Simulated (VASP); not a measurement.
# YTl (Pm-3m) in VASP: further runs, part 2 of 2

VASP 6.6.1.

## Step 3: Relaxation of cell and atoms, LDA, target pressure 5 GPa, at which the enthalpy is minimised

This run uses another cell than the first one, of 25.25 Å³/atom, 1.065 times its volume.

Input file INCAR:

```
SYSTEM = YTl
PREC = Accurate
ENCUT = 600
EDIFF = 1E-7
ISMEAR = -1
SIGMA = 0.15
LREAL = .False.
LASPH = .True.
NELM = 100
ALGO = Normal
ISIF = 3
LWAVE = .False.
LCHARG = .False.
GGA = CA
IBRION = 2
NSW = 80
EDIFFG = -0.001
PSTRESS = 50.0
```

Input file KPOINTS:

```
regular mesh
0
Gamma
  12 12 12
  0 0 0
```

Input file POSCAR:

```
YTl
1.0
    3.6963328083      0.0000000000      0.0000000000
    0.0000000000      3.6963328083      0.0000000000
    0.0000000000      0.0000000000      3.6963328083
Y Tl
1 1
Direct
    0.5000000000      0.5000000000      0.5000000000
    0.0000000000      0.0000000000      0.0000000000
```

Potentials or basis: VASP PAW LDA potentials, release 64 (Y_sv, Tl_d).

The run is started by

```bash
> cat potpaw_LDA.64/Y_sv/POTCAR potpaw_LDA.64/Tl_d/POTCAR > POTCAR
> mpirun -np 1 vasp_std > vasp.out
```

OUTCAR:

```text
SYSTEM = YTl
   PREC = Accurate
   ENCUT = 600
   EDIFF = 1E-7
   ISMEAR = -1
   LREAL = .False.
   LASPH = .True.
   NELM = 100
   ISIF = 3
   GGA = CA
   IBRION = 2
   NSW = 80
   EDIFFG = -0.001
   PSTRESS = 50.0

 ion  position               nearest neighbor table
   1  0.500  0.500  0.500-   2 3.20   2 3.20   2 3.20   2 3.20   2 3.20   2 3.20   2 3.20   2 3.20

   2  0.000  0.000  0.000-   1 3.20   1 3.20   1 3.20   1 3.20   1 3.20   1 3.20   1 3.20   1 3.20

  LATTYP: Found a simple cubic cell.
 ALAT       =     3.6963328083

  Lattice vectors:

 A1 = (   3.6963328083,   0.0000000000,   0.0000000000)
 A2 = (   0.0000000000,   3.6963328083,   0.0000000000)
 A3 = (   0.0000000000,   0.0000000000,   3.6963328083)

Analysis of symmetry for initial positions (statically):
=====================================================================
 Subroutine PRICEL returns:
 Original cell was already a primitive cell.

 Routine SETGRP: Setting up the symmetry group for a
 simple cubic supercell.

 Subroutine GETGRP returns: Found 48 space group operations
[... 170 lines left out ...]
  FORCE on cell =-STRESS in cart. coord.  units (eV):
  Direction    XX          YY          ZZ          XY          YZ          ZX
  --------------------------------------------------------------------------------------
  -------------------------------------------------------------------------------------
  Total        0.0393311      0.0393311      0.0393311     -0.0000000      0.0000000     -0.0000000
  in kB        1.2477670      1.2477670      1.2477670     -0.0000000      0.0000000     -0.0000000
  external PRESSURE =     -48.7522330 kB  Pullay stress =      50.0000000 kB
[... 177 lines left out ...]
--------------------------------------- Ionic step        6  -------------------------------------------

 number of electron      24.0000001 magnetization

 Free energy of the ion-electron system (eV)
  ---------------------------------------------------
  ext. energy  EPLUGINS =         0.00000000
  ---------------------------------------------------
  free energy    TOTEN  =       -10.90301089 eV

  energy without entropy =      -10.81066188  energy(sigma->0) =      -10.85683639

 E-fermi :   6.8576     XC(G=0): -11.2390

 val. band max:        6.8569617519   @ k =   0.5000   0.5000   0.0000
 cond. band min:       6.8951703881   @ k =   0.5000   0.0833   0.0833
 fundamental gap:      0.0382086362
 Fermi energy:         6.8575744448

 k-point     1 :       0.0000    0.0000    0.0000
  band No.  band energies     occupation
      1     -35.6390      2.00000
      2     -15.6885      2.00000
      3     -15.6885      2.00000
      4     -15.6885      2.00000
      5      -5.1311      2.00000
      6      -5.1311      2.00000
[... 433 lines left out ...]
      3     -15.8955      2.00000
      4     -15.6410      2.00000
      5      -5.0459      2.00000
      6      -4.9722      2.00000
[... 8 lines left out ...]
     15       9.6919      0.00000
     16      11.5756      0.00000

 [... further k-points ...]

------------------------ aborting loop because EDIFF is reached ----------------------------------------

  FORCE on cell =-STRESS in cart. coord.  units (eV):
  Direction    XX          YY          ZZ          XY          YZ          ZX
  --------------------------------------------------------------------------------------
  -------------------------------------------------------------------------------------
  Total        1.4820394      1.4820394      1.4820394     -0.0000000      0.0000000     -0.0000000
  in kB       49.9852032     49.9852032     49.9852032     -0.0000000      0.0000000     -0.0000000
  external PRESSURE =      -0.0147968 kB  Pullay stress =      50.0000000 kB
[... 21 lines left out ...]
  energy  without entropy=      -10.8106618842  energy(sigma->0) =      -10.85683639

  enthalpy is  TOTEN    =        -9.4205328124 eV   P V=        1.4824780742

 reached required accuracy - stopping structural energy minimisation
```

OSZICAR:

```text
N       E                     dE             d eps       ncg     rms          rms(c)
DAV:   1     0.117713175195E+03    0.11771E+03   -0.14135E+04  2720   0.161E+03
DAV:   2    -0.718540788328E+01   -0.12490E+03   -0.12385E+03  3392   0.328E+02
[... 54 lines left out ...]
       N       E                     dE             d eps       ncg     rms          rms(c)
DAV:   1    -0.109030889707E+02    0.79928E-03   -0.15479E-03  2856   0.341E-01    0.614E-02
DAV:   2    -0.109030241506E+02    0.64820E-04   -0.20200E-04  3096   0.115E-01    0.246E-02
DAV:   3    -0.109030095976E+02    0.14553E-04   -0.54504E-05  4208   0.543E-02    0.160E-02
DAV:   4    -0.109030101292E+02   -0.53152E-06   -0.31322E-06  4280   0.850E-03    0.115E-02
DAV:   5    -0.109030108637E+02   -0.73456E-06   -0.18843E-06  4280   0.476E-03    0.219E-03
DAV:   6    -0.109030108866E+02   -0.22845E-07   -0.32518E-08  1592   0.156E-03
   6 F= -.94205328E+01 E0= -.93743583E+01  d E =-.826174E-05
```

Wall time 3.8 min (1 thread of Intel Xeon Platinum 8488C (Sapphire Rapids), shared host); peak memory 0.25 GiB.

Results:

| Property | Result |
| --- | --- |
| Free energy | -10.9030 eV |
| Relaxed volume | 23.75 Å³/atom |
| Relaxed cell | a = 3.622 Å, b = 3.622 Å, c = 3.622 Å, α = 90.00°, β = 90.00°, γ = 90.00° |
| Space group after relaxing (to 0.05 Å) | Pm-3m (No. 221) |
| Energy change on relaxing (the enthalpy is what falls) | +22.7 meV/atom |
| Ionic steps | 6 |
| Pressure after relaxing | 5.0 GPa |
| Band gap on the k mesh | zero (band 12 reaches 6.95 eV, above the bottom of band 13 at 3.97 eV) |

The path:
```csv
step,energy change (eV),largest force (eV/Å),pressure (GPa),volume (Å³)
1,0.0000,0.0000,0.12,50.50
2,0.1589,0.0000,10.32,45.09
3,0.0447,0.0000,4.96,47.53
4,0.0466,0.0000,5.07,47.47
5,0.0445,0.0000,4.95,47.53
6,0.0454,0.0000,5.00,47.50
```

Final structure:
```cif
data_structure
_symmetry_space_group_name_H-M 'P 1'
_symmetry_Int_Tables_number 1
_cell_length_a 3.6217
_cell_length_b 3.6217
_cell_length_c 3.6217
_cell_angle_alpha 90.000
_cell_angle_beta 90.000
_cell_angle_gamma 90.000
_cell_volume 47.50
loop_
_atom_site_label
_atom_site_type_symbol
_atom_site_fract_x
_atom_site_fract_y
_atom_site_fract_z
_atom_site_occupancy
Y1 Y 0.50000 0.50000 0.50000 1
Tl1 Tl 0.00000 0.00000 0.00000 1
```

Caveat: the cell is relaxed towards a set pressure, so the enthalpy falls and the energy may rise; spin-orbit coupling is left out, which moves the levels of the heavy elements.
